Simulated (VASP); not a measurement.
# Al7C: single point with PBE

Crystal: Al7C.

```
Al C
1.0
     5.41418    0.00000    0.00000
     0.00000    5.41418    0.00000
     0.00000    0.00000    5.41418
Al C
7 1
Direct
  0.25262 0.25262 0.25262
  0.00000 0.50000 0.50000
  0.50000 0.50000 0.00000
  0.50000 0.00000 0.50000
  0.74738 0.25262 0.74738
  0.74738 0.74738 0.25262
  0.25262 0.74738 0.74738
  0.00000 0.00000 0.00000
```

| Quantity | Value |
| --- | --- |
| Program | VASP 6.6.1 |
| Task | single point |
| Functional | PBE |
| Potentials or basis | VASP PAW PBE potentials, release 64 (Al, C) |
| Cutoff | 520 eV |
| k mesh | 4 × 4 × 4 |
| Occupations | gaussian, width 0.1 eV |
| Spin | no spin polarisation |
| Dipole correction | no |
| Further INCAR settings | ALGO = Normal; EDIFF = 1e-07; NBANDS = 22 |

```
Pressure      : 13.0 GPa
Largest force : 4.250 eV/Å
```

Forces in eV/Å, atoms in the order of the input:
```
Al  -2.454 -2.454 -2.454
Al   0.000  0.000  0.000
Al   0.000  0.000  0.000
Al   0.000  0.000  0.000
Al   2.454 -2.454  2.454
Al   2.454  2.454 -2.454
Al  -2.454  2.454  2.454
C    0.000  0.000  0.000
```

Levels at points of the mesh, in eV from the Fermi level:
```csv
k point,band 8,band 9,band 10,band 11,band 12,band 13,band 14,band 15,band 16,band 17
"(0.00, 0.00, 0.00)",-0.81,-0.81,-0.81,-0.28,-0.28,-0.28,0.69,2.07,2.07,2.07
"(0.50, 0.00, 0.00)",-1.92,-1.92,-1.64,-0.69,-0.29,0.11,0.11,0.75,0.75,2.69
"(0.50, 0.50, 0.00)",-2.22,-1.77,-1.70,-1.53,-1.53,0.65,0.65,1.34,1.70,3.92
"(0.50, 0.50, 0.50)",-4.40,0.46,0.46,0.46,1.63,1.63,1.78,1.78,1.78,1.91
```

It took 30 s on 1 thread of Intel Xeon 6975P-C, on a shared host, peak memory 0.24 GiB.

Caveat: forces of over 1 eV/Å act on the atoms, so gaps and moduli don't describe the material at rest.
